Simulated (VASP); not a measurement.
A run of VASP 6.6.1 is set up as follows.

The input INCAR:

```
SYSTEM = Mg5Se2
  ALGO = Normal
  EDIFF = 1E-6
  EDIFFG = -0.08
  ENCUT = 600
  GGA = PE
  IBRION = 2
  ISIF = 3
  ISMEAR = 0
  LASPH = .True.
  LCHARG = .False.
  LREAL = .False.
  LWAVE = .False.
  NELM = 60
  NSW = 36
  PREC = Accurate
  SIGMA = 0.2
```

Contents of KPOINTS:

```
k-points
0
Gamma
  3 3 3
  0 0 0
```

File POSCAR:

```
Mg5Se2
1.0
    7.4300000000     -2.8800000000      0.0000000000
    7.4300000000      2.8800000000      0.0000000000
   -0.7750890200      0.0000000000      6.3125935200
Mg Se
10 4
Direct
    0.4273000000      0.5727000000      0.7500000000
    0.7853000000      0.6401000000      0.3138000000
    0.3599000000      0.2147000000      0.1862000000
    0.1910000000      0.0006000000      0.4213000000
    0.9994000000      0.8090000000      0.0787000000
    0.5727000000      0.4273000000      0.2500000000
    0.6401000000      0.7853000000      0.8138000000
    0.2147000000      0.3599000000      0.6862000000
    0.0006000000      0.1910000000      0.9213000000
    0.8090000000      0.9994000000      0.5787000000
    0.5830000000      0.2050000000      0.9230000000
    0.7950000000      0.4170000000      0.5770000000
    0.2050000000      0.5830000000      0.4230000000
    0.4170000000      0.7950000000      0.0770000000
```

Potentials or basis: VASP PAW PBE potentials, release 64 (Mg, Se).

Launch:

```bash
$ cat potpaw_PBE.64/Mg/POTCAR potpaw_PBE.64/Se/POTCAR > POTCAR
$ mpirun -np 1 vasp_std > vasp.out
```

Q: What does it give for the relaxed volume?

A: 22.10 Å³/atom.

Q: Estimate the band gap on the k mesh.

A: Zero (bands 22 and 23 overlap by 0.04 eV).

Q: What does it give for the space group after relaxing (to 0.1 Å)?

A: C2/c (No. 15).

Q: Estimate the relaxed cell.

A: a = 8.208 Å, b = 8.208 Å, c = 6.179 Å, α = 91.04°, β = 91.04°, γ = 48.02°.

Step by step:
```tsv
step	energy change (eV)	largest force (eV/Å)	pressure (GPa)	volume (Å³)
1	0.0000	1.3179	12.59	270.16
2	-2.4833	0.5414	-0.29	333.86
3	-2.4876	0.5202	-0.66	337.17
4	-2.7000	0.5111	-0.60	335.53
5	-3.2109	0.4863	-0.26	330.14
6	-3.3321	0.8584	1.35	317.26
7	-3.4583	0.6317	0.49	323.07
8	-3.6953	0.4734	-0.24	326.26
9	-3.8419	0.3100	-0.97	330.44
10	-3.9704	0.2703	0.45	318.38
11	-3.9736	0.2605	0.76	316.20
12	-4.0598	0.2536	0.19	318.73
13	-4.0734	0.2525	-0.08	320.27
14	-4.1249	0.1713	-0.21	320.00
15	-4.1550	0.2082	-0.34	319.55
16	-4.1961	0.2286	0.44	313.35
17	-4.2000	0.2402	0.81	310.73
18	-4.2281	0.2333	0.63	311.53
19	-4.2838	0.2245	0.17	313.92
20	-4.2743	0.5080	-0.51	318.60
21	-4.2985	0.3533	-0.16	316.00
22	-4.3629	0.2986	-0.29	315.86
23	-4.4769	0.2203	-0.44	315.36
24	-4.5829	0.2454	0.37	308.93
25	-4.6054	0.2698	0.99	304.76
26	-4.6697	0.2448	0.03	311.04
27	-4.6699	0.2465	0.08	310.69
28	-4.7071	0.1729	-0.08	311.84
29	-4.7369	0.0950	-0.31	314.12
30	-4.7430	0.0753	0.39	309.39
```

Caveat: the k points lie up to 0.34 Å⁻¹ apart in the final cell; semilocal functionals underestimate gaps, and a narrow one can read as zero; the relaxation stopped at a loose force limit of 0.08 eV/Å, so its end isn't a converged minimum.
